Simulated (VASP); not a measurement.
# CoSn (P6/mmm) in VASP: further runs

CoSn is run at these levels: PBE; tasks: single point.

Everything below comes from runs of VASP 6.6.1. Logs are shortened: lines on timing, memory, paths and dates and some standing lists are left out, and cuts for length are marked.

## Step 1: The cell of the first run

It takes space group P6/mmm (No. 191, hexagonal). The conventional cell has a = 5.614 Å, b = 5.614 Å, c = 4.078 Å, α = 90.00°, β = 90.00°, γ = 120.00°. Within 3.4 Å of Co (site symmetry mmm) lie 6 Sn at 2.60 to 2.81 Å and 4 Co at 2.81 Å. Sn (site symmetry -6m2) has 6 Co at 2.60 Å and 3 Sn at 3.24 Å within 3.4 Å. Within 3.9 Å of Sn (site symmetry 6/mmm) lie 6 Co at 2.81 Å and 12 Sn at 3.83 Å.

## Step 2: Single point, PBE (biaxial strain in the a-b plane: +6.0 %)

Input file INCAR:

```
SYSTEM = CoSn
ALGO = Fast
EDIFF = 1E-6
ENCUT = 520
GGA = PE
ISIF = 2
ISMEAR = 0
LASPH = .TRUE.
LCHARG = .FALSE.
LREAL = .FALSE.
LWAVE = .FALSE.
NBANDS = 44
NELM = 80
PREC = Accurate
SIGMA = 0.1
```

Input file KPOINTS:

```
k-points
0
G
  12 12 8
  0 0 0
```

Input file POSCAR:

```
CoSn
1.0
    5.6143801013      0.0000000000      0.0000000000
   -2.8071900506      4.8621957942      0.0000000000
    0.0000000000      0.0000000000      4.0779973202
Co Sn
3 3
Direct
    0.0000000000      0.5000000000      0.0000000000
    0.5000000000      0.5000000000      0.0000000000
    0.5000000000      0.0000000000      0.0000000000
    0.6666666667      0.3333333333      0.5000000000
    0.3333333333      0.6666666667      0.5000000000
    0.0000000000      0.0000000000      0.0000000000
```

Potentials or basis: VASP PAW PBE potentials, release 64 (Co, Sn_d).

Started as:

```sh
$ cat potpaw_PBE.64/Co/POTCAR potpaw_PBE.64/Sn_d/POTCAR > POTCAR
$ mpirun -np 1 vasp_std > vasp.out
```

OUTCAR:

```text
SYSTEM = CoSn
   EDIFF = 1E-6
   ENCUT = 520
   GGA = PE
   ISIF = 2
   ISMEAR = 0
   LASPH = .TRUE.
   LREAL = .FALSE.
   NELM = 80
   PREC = Accurate

 ion  position               nearest neighbor table
   1  0.000  0.500  0.000-   4 2.60   5 2.60   4 2.60   5 2.60   6 2.81   6 2.81   2 2.81   2 2.81
                             3 2.81   3 2.81
   2  0.500  0.500  0.000-   4 2.60   5 2.60   4 2.60   5 2.60   3 2.81   3 2.81   1 2.81   1 2.81
                             6 2.81   6 2.81
   3  0.500  0.000  0.000-   4 2.60   5 2.60   4 2.60   5 2.60   2 2.81   2 2.81   6 2.81   6 2.81
                             1 2.81   1 2.81
   4  0.667  0.333  0.500-   3 2.60   3 2.60   1 2.60   1 2.60   2 2.60   2 2.60   5 3.24   5 3.24
                             5 3.24
   5  0.333  0.667  0.500-   3 2.60   3 2.60   1 2.60   1 2.60   2 2.60   2 2.60   4 3.24   4 3.24
                             4 3.24
   6  0.000  0.000  0.000-   1 2.81   1 2.81   3 2.81   3 2.81   2 2.81   2 2.81

  LATTYP: Found a hexagonal cell.
 ALAT       =     5.6143801013
 C/A-ratio  =     0.7263486345

  Lattice vectors:

 A1 = (   5.6143801013,   0.0000000000,   0.0000000000)
 A2 = (  -2.8071900506,   4.8621957942,   0.0000000000)
 A3 = (   0.0000000000,   0.0000000000,   4.0779973202)

Analysis of symmetry for initial positions (statically):
=====================================================================
 Subroutine PRICEL returns:
 Original cell was already a primitive cell.

 Routine SETGRP: Setting up the symmetry group for a
 hexagonal supercell.

 Subroutine GETGRP returns: Found 24 space group operations
 (whereof 24 operations were pure point group operations)
 out of a pool of 24 trial point group operations.

The static configuration has the point symmetry D_6h.

Analysis of symmetry for dynamics (positions and initial velocities):
=====================================================================
 Subroutine PRICEL returns:
 Original cell was already a primitive cell.

 Routine SETGRP: Setting up the symmetry group for a
 hexagonal supercell.

 Subroutine GETGRP returns: Found 24 space group operations
 (whereof 24 operations were pure point group operations)
 out of a pool of 24 trial point group operations.

The dynamic configuration has the point symmetry D_6h.

 Subroutine INISYM returns: Found 24 space group operations
 (whereof 24 operations are pure point group operations),
 and found     1 'primitive' translations

----------------------------------------------------------------------------------------

                                     Primitive cell

  volume of cell :     111.3220

  direct lattice vectors                    reciprocal lattice vectors
     5.614380101  0.000000000  0.000000000     0.178114054  0.102834197  0.000000000
    -2.807190051  4.862195794  0.000000000     0.000000000  0.205668394  0.000000000
     0.000000000  0.000000000  4.077997320     0.000000000  0.000000000  0.245218405

  length of vectors
     5.614380101  5.614380101  4.077997320     0.205668394  0.205668394  0.245218405

  position of ions in fractional coordinates (direct lattice)
     0.000000000  0.500000000  0.000000000
     0.500000000  0.500000000  0.000000000
     0.500000000  0.000000000  0.000000000
     0.666666667  0.333333333  0.500000000
     0.333333333  0.666666667  0.500000000
     0.000000000  0.000000000  0.000000000

  ion indices of the primitive-cell ions
   primitive index   ion index
                 1           1
                 2           2
                 3           3
                 4           4
                 5           5
                 6           6

----------------------------------------------------------------------------------------

 KPOINTS: k-points

Automatic generation of k-mesh.
 Grid dimensions read from file:
 generate k-points for:   12   12    8

 Generating k-lattice:

  Cartesian coordinates                     Fractional coordinates (reciprocal lattice)
     0.014842838  0.008569516  0.000000000     0.083333333 -0.000000000  0.000000000
     0.000000000  0.017139033  0.000000000     0.000000000  0.083333333  0.000000000
     0.000000000  0.000000000  0.030652301     0.000000000  0.000000000  0.125000000

  Length of vectors
     0.017139033  0.017139033  0.030652301

  Shift w.r.t. Gamma in fractional coordinates (k-lattice)
     0.000000000  0.000000000  0.000000000

 Subroutine IBZKPT returns following result:
 ===========================================

 Found     95 irreducible k-points:

 Following reciprocal coordinates:
            Coordinates               Weight
  0.000000  0.000000  0.000000      1.000000
  0.083333  0.000000  0.000000      6.000000
  0.166667  0.000000  0.000000      6.000000
  0.250000  0.000000  0.000000      6.000000
  0.333333 -0.000000  0.000000      6.000000
  0.416667 -0.000000  0.000000      6.000000
[... 16 lines left out ...]
  0.250000  0.000000  0.125000     12.000000
  0.333333 -0.000000  0.125000     12.000000
 [... further k-points ...]
   k-points           NKPTS =     95   k-points in BZ     NKDIM =     95   number of bands    NBANDS=     44
   number of dos      NEDOS =    301   number of ions     NIONS =      6
   total plane-waves  NPLWV =  52920
   dimension x,y,z NGX =    42 NGY =   42 NGZ =   30
   dimension x,y,z NGXF=    84 NGYF=   84 NGZF=   60
   ions per type =               3   3
   NGX,Y,Z   is equivalent  to a cutoff of  12.44, 12.44, 12.23 a.u.
   NGXF,Y,Z  is equivalent  to a cutoff of  24.87, 24.87, 24.46 a.u.
 SYSTEM =  CoSn
   PREC   = accura    normal or accurate (medium, high low for compatibility)
   ISTART =      0    job   : 0-new  1-cont  2-samecut
   ICHARG =      2    charge: 1-file 2-atom 10-const
   ISPIN  =      1    spin polarized calculation?
   LNONCOLLINEAR =      F non collinear calculations
   LSORBIT =      F    spin-orbit coupling
   LASPH  =      T    aspherical Exc in radial PAW
   ENCUT  =  520.0 eV  38.22 Ry    6.18 a.u.  10.44 10.44  7.58*2*pi/ulx,y,z
   NELM   =     80;   NELMIN=  2; NELMDL= -5     # of ELM steps
   EDIFF  = 0.1E-05   stopping-criterion for ELM
   LREAL  =      F    real-space projection
   EDIFFG = 0.1E-04   stopping-criterion for IOM
   NSW    =      0    number of steps for IOM
   IBRION =     -1    ionic relax: 0-MD 1-quasi-New 2-CG
   NFREE  =      0    steps in history (QN), initial steepest desc. (CG)
   ISIF   =      2    stress and relaxation
   ISYM   =      2    0-nonsym 1-usesym 2-fastsym
   POTIM  = 0.5000    time-step for ionic-motion
   TEBEG  =    0.0;   TEEND  =   0.0 temperature during run
   PSTRESS=    0.0 pullay stress
   NELECT =      69.0000    total number of electrons
   NUPDOWN=      -1.0000    fix difference up-down
   EMIN   =  10.00;   EMAX   =-10.00  energy-range for DOS
   EFERMI =   0.00;   METHOD = LEGACY
   ISMEAR =     0;   SIGMA  =   0.10  broadening in eV -4-tet -1-fermi 0-gaus
   EFERMI_NEDOS =   21; number of points for ismear=-14 and -15
   IALGO  =     68    algorithm
   IMIX   =      4    mixing-type and parameters
     AMIX     =   0.40;   BMIX     =  1.00
     AMIX_MAG =   1.60;   BMIX_MAG =  1.00
  volume/ion in A,a.u.               =      18.55       125.21
  Fermi-wavevector in a.u.,A,eV,Ry     =   1.395824  2.637726 26.508583  1.948326
  Thomas-Fermi vector in A             =   2.519239
   LORBIT       =      0    0 simple, 1 ext, 2 COOP (PROOUT), +10 PAW based schemes
   GGA     = PE    functional components
   LHFCALC =     F    Hartree Fock is set to
   AEXX    =    0.0000 exact exchange contribution
   IVDW    =     0    specifies the selected vdW correction
   LEPSILON=     F    determine dielectric tensor
   LRPA    =     F    only Hartree local field effects (RPA)
 non-spin polarized calculation
 RMM-DIIS sequential band-by-band and
 Gauss-broadening in eV      SIGMA  =   0.10
  energy-cutoff  :      520.00
  volume of cell :      111.32
 maximum number of plane-waves:      3024
 NGX is ok and might be reduce to    42
   NGX = 21   NGY = 21   NGZ = 15

 number of electron      68.9999979 magnetization

 Free energy of the ion-electron system (eV)
  ---------------------------------------------------
  ext. energy  EPLUGINS =         0.00000000
  ---------------------------------------------------
  free energy    TOTEN  =       -32.71699721 eV

  energy without entropy =      -32.70435806  energy(sigma->0) =      -32.71067764

 E-fermi :   8.7176     XC(G=0): -11.2983

 val. band max:        8.7106980598   @ k =   0.5000   0.0000   0.3750
 cond. band min:       8.7298342305   @ k =   0.0833   0.0833   0.3750
 fundamental gap:      0.0191361707
 Fermi energy:         8.7176156743

 k-point     1 :       0.0000    0.0000    0.0000
  band No.  band energies     occupation
      1     -12.9018      2.00000
      2     -12.8044      2.00000
      3     -12.8044      2.00000
      4     -12.6410      2.00000
      5     -12.6410      2.00000
      6     -12.5197      2.00000
[... 36 lines left out ...]
     43      14.8132      0.00000
     44      15.5782      0.00000

 k-point     2 :       0.0833    0.0000    0.0000
  band No.  band energies     occupation
      1     -12.9016      2.00000
      2     -12.8044      2.00000
      3     -12.8043      2.00000
      4     -12.6409      2.00000
      5     -12.6408      2.00000
      6     -12.5231      2.00000
[... 36 lines left out ...]
     43      14.6087      0.00000
     44      14.7160      0.00000

 k-point     3 :       0.1667    0.0000    0.0000
  band No.  band energies     occupation
      1     -12.9012      2.00000
      2     -12.8046      2.00000
      3     -12.8041      2.00000
      4     -12.6408      2.00000
      5     -12.6402      2.00000
      6     -12.5311      2.00000
[... 976 lines left out ...]
     43      13.6273      0.00000
     44      14.9480      0.00000

 k-point    24 :       0.3333   -0.0000    0.1250
  band No.  band energies     occupation
      1     -12.8970      2.00000
      2     -12.8058      2.00000
      3     -12.8044      2.00000
      4     -12.6408      2.00000
      5     -12.6387      2.00000
      6     -12.5469      2.00000
[... 36 lines left out ...]
     43      13.8936      0.00000
     44      14.7253      0.00000

 [... further k-points ...]

------------------------ aborting loop because EDIFF is reached ----------------------------------------

  FORCE on cell =-STRESS in cart. coord.  units (eV):
  Direction    XX          YY          ZZ          XY          YZ          ZX
  --------------------------------------------------------------------------------------
  -------------------------------------------------------------------------------------
  Total       -8.2171988     -8.2171988      1.0505751     -0.0000000      0.0000000     -0.0000000
  in kB     -118.2641697   -118.2641697     15.1201641     -0.0000000      0.0000000     -0.0000000
  external PRESSURE =     -73.8027251 kB  Pullay stress =       0.0000000 kB

 VOLUME and BASIS-vectors are now :
 -----------------------------------------------------------------------------
  energy-cutoff  :      520.00
  volume of cell :      111.32
      direct lattice vectors                 reciprocal lattice vectors
     5.614380101  0.000000000  0.000000000     0.178114054  0.102834197  0.000000000
    -2.807190051  4.862195794  0.000000000     0.000000000  0.205668394  0.000000000
     0.000000000  0.000000000  4.077997320     0.000000000  0.000000000  0.245218405

 POSITION                                       TOTAL-FORCE (eV/Angst)
 -----------------------------------------------------------------------------------
     -1.40360      2.43110      0.00000        -0.000000      0.000000      0.000000
      1.40360      2.43110      0.00000        -0.000000      0.000000      0.000000
      2.80719      0.00000      0.00000         0.000000      0.000000      0.000000
      2.80719      1.62073      2.03900        -0.000000      0.000000      0.000000
     -0.00000      3.24146      2.03900         0.000000     -0.000000     -0.000000
      0.00000      0.00000      0.00000        -0.000000      0.000000      0.000000
 -----------------------------------------------------------------------------------
    total drift:                                0.000000      0.000000     -0.000000

  FREE ENERGIE OF THE ION-ELECTRON SYSTEM (eV)
  ---------------------------------------------------
  free  energy   TOTEN  =       -32.7169972085 eV

  energy  without entropy=      -32.7043580649  energy(sigma->0) =      -32.71067764
```

It took 4.9 min on 1 thread of Intel Xeon 6975P-C (Granite Rapids), shared host; peak memory 0.48 GiB.

What came out:

* Free energy: -32.7170 eV
* Pressure: -7.4 GPa
* Band gap on the k mesh: zero (an odd number of electrons rules out a gap without spin polarisation)

Stress tensor (GPa, compression positive):
```
-11.83   0.00   0.00
  0.00 -11.83   0.00
  0.00   0.00   1.51
```

Levels at points of the mesh, in eV from the Fermi level:
| k point | band 32 | band 33 | band 34 | band 35 | band 36 | band 37 |
| --- | --- | --- | --- | --- | --- | --- |
| (0.00, 0.00, 0.00) | -0.58 | -0.58 | -0.50 | 0.14 | 0.14 | 1.04 |
| (0.50, 0.00, 0.00) | -0.60 | -0.56 | 0.36 | 1.14 | 1.34 | 2.06 |
| (0.00, 0.00, 0.50) | -0.70 | -0.70 | -0.58 | -0.55 | -0.55 | -0.46 |
| (0.50, 0.00, 0.50) | -0.65 | -0.64 | -0.56 | -0.38 | -0.34 | 0.23 |

Caveat: the cell differs from its parent crystal (biaxial strain in the a-b plane: +6.0 %); the stress differs along the axes, from -12 to 2 GPa; spin-orbit coupling is left out, which moves the levels of the heavy elements; the run has no spin polarisation, though such a crystal can be magnetic. Spin polarisation is off, so any magnetic state and its effect on volume and gap are missing.

## Step 3: Single point, PBE (biaxial strain in the a-b plane: +6.0 %, then relaxed in part)

Input file INCAR:

```
PREC = Accurate
ENCUT = 520
EDIFF = 1E-6
ISMEAR = 0
SIGMA = 0.1
LREAL = False
LASPH = True
NELM = 100
ALGO = Fast
ISIF = 2
LWAVE = False
LCHARG = True
GGA = PE
LELF = True
LVHAR = True
NBANDS = 44
```

Input file KPOINTS:

```
regular mesh
0
Gamma
  12 12 8
```

POSCAR, as its differences from that of step 2:

```diff
@@ -4,3 +4,3 @@
    -2.8071900506      4.8621957942      0.0000000000
-    0.0000000000      0.0000000000      4.0779973202
+    0.0000000000      0.0000000000      4.1088851898
 Co Sn
```

Potentials or basis: VASP PAW PBE potentials, release 64 (Co, Sn_d).

Started as:

```sh
$ cat potpaw_PBE.64/Co/POTCAR potpaw_PBE.64/Sn_d/POTCAR > POTCAR
$ mpirun -np 1 vasp_std > vasp.out
```

It took 5.3 min on 1 thread of Intel Xeon 6975P-C (Granite Rapids), shared host; peak memory 0.49 GiB.

The run converged. Its results:

```
Free energy            : -32.7208 eV
Pressure               : -8.2 GPa
Band gap on the k mesh : zero (an odd number of electrons rules out a gap without spin polarisation)
```

Stress tensor (GPa, compression positive):
```
-12.19   0.00   0.00
  0.00 -12.19   0.00
  0.00   0.00  -0.13
```

Levels at points of the mesh, in eV from the Fermi level:
| k point | band 31 | band 32 | band 33 | band 34 | band 35 | band 36 | band 37 | band 38 |
| --- | --- | --- | --- | --- | --- | --- | --- | --- |
| (0.00, 0.00, 0.00) | -0.57 | -0.56 | -0.56 | -0.49 | 0.16 | 0.16 | 1.04 | 1.04 |
| (0.50, 0.00, 0.00) | -0.72 | -0.57 | -0.55 | 0.38 | 1.14 | 1.29 | 2.00 | 2.20 |
| (0.00, 0.00, 0.50) | -0.83 | -0.67 | -0.67 | -0.56 | -0.53 | -0.53 | -0.42 | 0.16 |
| (0.50, 0.00, 0.50) | -0.84 | -0.65 | -0.62 | -0.54 | -0.38 | -0.33 | 0.25 | 0.79 |

Caveat: the cell differs from its parent crystal (biaxial strain in the a-b plane: +6.0 %, then relaxed in part); the stress differs along the axes, from -12 to -0 GPa; spin-orbit coupling is left out, which moves the levels of the heavy elements; the run has no spin polarisation, though such a crystal can be magnetic. Spin polarisation is off, so any magnetic state and its effect on volume and gap are missing.

(Continued in part 2 of 3.)

The gap in the log of VASP goes by the Fermi energy; the results here count the filled bands.